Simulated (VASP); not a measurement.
# In2S (P-4m2) in VASP: vibrations by perturbation theory with PBE

Aim: the vibrations by perturbation theory of In2S with PBE.

Program: VASP 6.6.1. These are calculated values, not measurements. Logs are shortened: lines on timing, memory, paths and dates and some standing lists are left out, and cuts for length are marked.

**1. The cell of the first run**

Symmetry: P-4m2, No. 115, tetragonal system. Conventional cell: a = 3.945 Å, b = 3.945 Å, c = 5.442 Å, α = 90.00°, β = 90.00°, γ = 90.00°. In (site symmetry 2mm) has 2 S at 2.70 Å and 4 In at 3.30 Å within 3.6 Å. S (site symmetry -4m2) has 4 In at 2.70 Å within 3.6 Å.

**2. Vibrations by perturbation theory, PBE**

INCAR reads:

```
ALGO = Fast ; EDIFF = 1E-8
ENCUT = 520 ; GGA = PE
IBRION = 8 ; ISIF = 2
ISMEAR = -1 ; LASPH = True
LCHARG = False ; LREAL = False
LWAVE = False ; NBANDS = 23
NELM = 80 ; NSW = 1
PREC = Accurate ; SIGMA = 0.15
```

KPOINTS reads:

```
k-points
0
Gamma
  12 12 8
```

POSCAR reads:

```
In2S
1.0
    3.9449950188      0.0000000000      0.0000000000
    0.0000000000      3.9449950188      0.0000000000
    0.0000000000      0.0000000000      5.4416799680
In S
2 1
Direct
    0.5000000000      0.0000000000      0.6615941306
    0.0000000000      0.5000000000      0.3384058694
    0.0000000000      0.0000000000      0.0000000000
```

Potentials or basis: VASP PAW PBE potentials, release 64 (In_d, S).

Started as:

```console
> cat potpaw_PBE.64/In_d/POTCAR potpaw_PBE.64/S/POTCAR > POTCAR
> mpirun -np 1 vasp_std > vasp.out
```

OUTCAR:

```text
EDIFF = 1E-8
   ENCUT = 520
   GGA = PE
   IBRION = 8
   ISIF = 2
   ISMEAR = -1
   LASPH = True
   LREAL = False
   NELM = 80
   NSW = 1
   PREC = Accurate

 ion  position               nearest neighbor table
   1  0.500  0.000  0.662-   3 2.70   3 2.70   2 3.30   2 3.30   2 3.30   2 3.30
   2  0.000  0.500  0.338-   3 2.70   3 2.70   1 3.30   1 3.30   1 3.30   1 3.30
   3  0.000  0.000  0.000-   1 2.70   2 2.70   2 2.70   1 2.70

  LATTYP: Found a simple tetragonal cell.
 ALAT       =     3.9449950188
 C/A-ratio  =     1.3793882989

  Lattice vectors:

 A1 = (   3.9449950188,   0.0000000000,   0.0000000000)
 A2 = (   0.0000000000,   3.9449950188,   0.0000000000)
 A3 = (   0.0000000000,   0.0000000000,   5.4416799680)

Analysis of symmetry for initial positions (statically):
=====================================================================
 Subroutine PRICEL returns:
 Original cell was already a primitive cell.

 Routine SETGRP: Setting up the symmetry group for a
 simple tetragonal supercell.

 Subroutine GETGRP returns: Found  8 space group operations
 (whereof  8 operations were pure point group operations)
 out of a pool of 16 trial point group operations.

The static configuration has the point symmetry D_2d.

Analysis of symmetry for dynamics (positions and initial velocities):
=====================================================================
 Subroutine PRICEL returns:
 Original cell was already a primitive cell.

 Routine SETGRP: Setting up the symmetry group for a
 simple tetragonal supercell.

 Subroutine GETGRP returns: Found  8 space group operations
 (whereof  8 operations were pure point group operations)
 out of a pool of 16 trial point group operations.

The dynamic configuration has the point symmetry D_2d.

 Subroutine INISYM returns: Found  8 space group operations
 (whereof  8 operations are pure point group operations),
 and found     1 'primitive' translations

----------------------------------------------------------------------------------------

                                     Primitive cell

  volume of cell :      84.6888

  direct lattice vectors                    reciprocal lattice vectors
     3.944995019  0.000000000  0.000000000     0.253485745  0.000000000  0.000000000
     0.000000000  3.944995019  0.000000000     0.000000000  0.253485745  0.000000000
     0.000000000  0.000000000  5.441679968     0.000000000  0.000000000  0.183766779

  length of vectors
     3.944995019  3.944995019  5.441679968     0.253485745  0.253485745  0.183766779

  position of ions in fractional coordinates (direct lattice)
     0.500000000  0.000000000  0.661594131
     0.000000000  0.500000000  0.338405869
     0.000000000  0.000000000  0.000000000

  ion indices of the primitive-cell ions
   primitive index   ion index
                 1           1
                 2           2
                 3           3

----------------------------------------------------------------------------------------

 KPOINTS: k-points

Automatic generation of k-mesh.
 Grid dimensions read from file:
 generate k-points for:   12   12    8

 Generating k-lattice:

  Cartesian coordinates                     Fractional coordinates (reciprocal lattice)
     0.021123812  0.000000000  0.000000000     0.083333333  0.000000000  0.000000000
     0.000000000  0.021123812  0.000000000     0.000000000  0.083333333  0.000000000
     0.000000000  0.000000000  0.022970847     0.000000000  0.000000000  0.125000000

  Length of vectors
     0.021123812  0.021123812  0.022970847

  Shift w.r.t. Gamma in fractional coordinates (k-lattice)
     0.000000000  0.000000000  0.000000000

 Subroutine IBZKPT returns following result:
 ===========================================

 Found    140 irreducible k-points:

 Following reciprocal coordinates:
            Coordinates               Weight
  0.000000  0.000000  0.000000      1.000000
  0.083333  0.000000  0.000000      4.000000
  0.166667  0.000000  0.000000      4.000000
  0.250000  0.000000  0.000000      4.000000
  0.333333  0.000000  0.000000      4.000000
  0.416667  0.000000  0.000000      4.000000
[... 38 lines left out ...]
   LREAL  =      F    real-space projection
   EDIFFG = 0.1E-06   stopping-criterion for IOM
   NSW    =      1    number of steps for IOM
   IBRION =      8    ionic relax: 0-MD 1-quasi-New 2-CG
   NFREE  =      0    steps in history (QN), initial steepest desc. (CG)
   ISIF   =      2    stress and relaxation
   ISYM   =      2    0-nonsym 1-usesym 2-fastsym
   POTIM  = 0.5000    time-step for ionic-motion
   TEBEG  =    0.0;   TEEND  =   0.0 temperature during run
   PSTRESS=    0.0 pullay stress
   NELECT =      32.0000    total number of electrons
   NUPDOWN=      -1.0000    fix difference up-down
   EMIN   =  10.00;   EMAX   =-10.00  energy-range for DOS
   EFERMI =   0.00;   METHOD = LEGACY
   ISMEAR =    -1;   SIGMA  =   0.15  broadening in eV -4-tet -1-fermi 0-gaus
   EFERMI_NEDOS =   21; number of points for ismear=-14 and -15
   IALGO  =     68    algorithm
   IMIX   =      4    mixing-type and parameters
     AMIX     =   0.40;   BMIX     =  1.00
     AMIX_MAG =   1.60;   BMIX_MAG =  1.00
  volume/ion in A,a.u.               =      28.23       190.50
  Fermi-wavevector in a.u.,A,eV,Ry     =   1.183540  2.236566 19.058583  1.400766
  Thomas-Fermi vector in A             =   2.319772
   LORBIT       =      0    0 simple, 1 ext, 2 COOP (PROOUT), +10 PAW based schemes
   GGA     = PE    functional components
   LHFCALC =     F    Hartree Fock is set to
   AEXX    =    0.0000 exact exchange contribution
   IVDW    =     0    specifies the selected vdW correction
   LEPSILON=     F    determine dielectric tensor
   LRPA    =     F    only Hartree local field effects (RPA)
 non-spin polarized calculation
 RMM-DIIS sequential band-by-band and
  energy-cutoff  :      520.00
  volume of cell :       84.69
 maximum number of plane-waves:      2317
 NGX is ok and might be reduce to    30
   NGX = 15   NGY = 15   NGZ = 21

--------------------------------------- Ionic step        1  -------------------------------------------

 number of electron      32.0000002 magnetization

 Free energy of the ion-electron system (eV)
  ---------------------------------------------------
  ext. energy  EPLUGINS =         0.00000000
  ---------------------------------------------------
  free energy    TOTEN  =       -10.08903295 eV

  energy without entropy =      -10.04185016  energy(sigma->0) =      -10.06544155

 E-fermi :   5.2488     XC(G=0):  -9.1750

 val. band max:        5.2410884865   @ k =   0.2500   0.0000   0.0000
 cond. band min:       5.2749166392   @ k =   0.4167   0.3333   0.2500
 fundamental gap:      0.0338281527
 Fermi energy:         5.2488405824

 k-point     1 :       0.0000    0.0000    0.0000
  band No.  band energies     occupation
      1      -9.5258      2.00000
      2      -9.3212      2.00000
      3      -9.3073      2.00000
      4      -9.3073      2.00000
      5      -9.2897      2.00000
      6      -9.2233      2.00000
[... 613 lines left out ...]
     22      11.3211      0.00000
     23      13.4575      0.00000

 [... further k-points ...]

------------------------ aborting loop because EDIFF is reached ----------------------------------------

  FORCE on cell =-STRESS in cart. coord.  units (eV):
  Direction    XX          YY          ZZ          XY          YZ          ZX
  --------------------------------------------------------------------------------------
  -------------------------------------------------------------------------------------
  Total       -0.0197498     -0.0197498     -0.0044767      0.0000000     -0.0000000      0.0000000
  in kB       -0.3736351     -0.3736351     -0.0846912      0.0000000     -0.0000000      0.0000000
  external PRESSURE =      -0.2773205 kB  Pullay stress =       0.0000000 kB

 VOLUME and BASIS-vectors are now :
 -----------------------------------------------------------------------------
  energy-cutoff  :      520.00
  volume of cell :       84.69
      direct lattice vectors                 reciprocal lattice vectors
     3.944995019  0.000000000  0.000000000     0.253485745  0.000000000  0.000000000
     0.000000000  3.944995019  0.000000000     0.000000000  0.253485745  0.000000000
     0.000000000  0.000000000  5.441679968     0.000000000  0.000000000  0.183766779

 POSITION                                       TOTAL-FORCE (eV/Angst)
 -----------------------------------------------------------------------------------
      1.97250      0.00000      3.60018        -0.000000      0.000000     -0.007266
      0.00000      1.97250      1.84150         0.000000      0.000000      0.007266
      0.00000      0.00000      0.00000         0.000000      0.000000      0.000000
 -----------------------------------------------------------------------------------
    total drift:                                0.000000      0.000000      0.000000

  FREE ENERGIE OF THE ION-ELECTRON SYSTEM (eV)
  ---------------------------------------------------
  free  energy   TOTEN  =       -10.0890329456 eV

  energy  without entropy=      -10.0418501571  energy(sigma->0) =      -10.06544155

[... ionic steps 2 to 9 ...]

--------------------------------------- Ionic step       10  -------------------------------------------

------------------------ aborting loop because EDIFF is reached ----------------------------------------

[... ionic steps 11 to 11 ...]

--------------------------------------- Ionic step       12  -------------------------------------------

 Free energy of the ion-electron system (eV)
  ---------------------------------------------------
  ---------------------------------------------------
  free energy    TOTEN  =        -0.11764760 eV

  energy without entropy =       -0.11764760

------------------------ aborting loop because EDIFF is reached ----------------------------------------

 INTERNAL STRAIN TENSOR  FOR ION    3  DIRECTION 3   (eV/Angst):
 -----------------------------------------------------------------------------
    -1.45810  0.00000  0.00000
     0.00000  1.47459  0.00000
     0.00000  0.00000 -0.00541

 INTERNAL STRAIN TENSOR FOR ION    3 for displacements in x,y,z  (eV/Angst):
          X           Y           Z          XY          YZ          ZX
  --------------------------------------------------------------------------------
  x     0.00000     0.00000     0.00000     0.00000     0.00000    -3.60068
  y     0.00000     0.00000     0.00000     0.00000     2.99641     0.00000
  z    -1.46634     1.46634     0.00000     0.00000     0.00000     0.00000

 SECOND DERIVATIVES (NOT SYMMETRIZED)
 ------------------------------------
               1X          1Y          1Z          2X          2Y          2Z          3X          3Y          3Z
  1X    -2.937571    0.000000    0.000000    0.797644    0.000000    0.000000    2.139927    0.000000    0.000000
  1Y     0.000000   -1.315644    0.000000    0.000000    0.797224    0.000000    0.000000    0.518420    0.000000
  1Z     0.000000    0.000000   -4.289430    0.000000    0.000000    2.438307    0.000000    0.000000    1.851122
  2X     0.797224    0.000000    0.000000   -1.315644    0.000000    0.000000    0.518420    0.000000    0.000000
  2Y     0.000000    0.797644    0.000000    0.000000   -2.937571    0.000000    0.000000    2.139927    0.000000
  2Z     0.000000    0.000000    2.438307    0.000000    0.000000   -4.289430    0.000000    0.000000    1.851122
  3X     2.131785    0.000000    0.000000    0.510679    0.000000    0.000000   -2.642464    0.000000    0.000000
  3Y     0.000000    0.510679    0.000000    0.000000    2.131785    0.000000    0.000000   -2.642464    0.000000
  3Z     0.000000    0.000000    1.874317    0.000000    0.000000    1.874317    0.000000    0.000000   -3.748633

 Eigenvectors and eigenvalues of the dynamical matrix
 ----------------------------------------------------

   1 f  =    5.701896 THz    35.826068 2PiTHz  190.194770 cm-1    23.581135 meV
             X         Y         Z           dx          dy          dz
      1.972498  0.000000  3.600184     0.000000    0.000000   -0.246168
      0.000000  1.972498  1.841496     0.000000    0.000000   -0.246168
      0.000000  0.000000  0.000000     0.000000    0.000000    0.937445
[... 43 lines left out ...]
   9 f/i=    0.011586 THz     0.072794 2PiTHz    0.386452 cm-1     0.047914 meV
             X         Y         Z           dx          dy          dz
      1.972498  0.000000  3.600184     0.000000    0.000000    0.662873
      0.000000  1.972498  1.841496     0.000000    0.000000    0.662873
      0.000000  0.000000  0.000000     0.000000    0.000000    0.348134

--------------------------------------------------------------------------------------------------------

 ELASTIC MODULI CONTR FROM IONIC RELAXATION (kBar)
 Direction    XX          YY          ZZ          XY          YZ          ZX
 --------------------------------------------------------------------------------
 XX         -30.4528     -9.5356    -81.8476      0.0000     -0.0000      0.0000
 YY          -9.5356    -30.4528    -81.8476      0.0000     -0.0000      0.0000
 ZZ         -81.8476    -81.8476   -335.0491      0.0000     -0.0000      0.0000
 XY           0.0000      0.0000      0.0000      0.0000      0.0000      0.0000
 YZ          -0.0000     -0.0000     -0.0000      0.0000    -71.8557     -0.0000
 ZX           0.0000      0.0000      0.0000      0.0000     -0.0000    -89.4760
 --------------------------------------------------------------------------------
```

Run time: 70 min. Hardware: 1 thread of Oxide Virtual Turin-like, shared host; peak memory 1.2 GiB.

What came out:

```yaml
Highest_phonon_frequency_at_Γ_LO-TO_splitting_left_out: 190 cm⁻¹
```

Phonon frequencies in cm⁻¹ (negative: imaginary):
| q point | frequencies |
| --- | --- |
| (0.000, 0.000, 0.000) | 0 0 0 74 74 126 164 164 190 |

Caveat: spin-orbit coupling is left out, which moves the levels of the heavy elements.
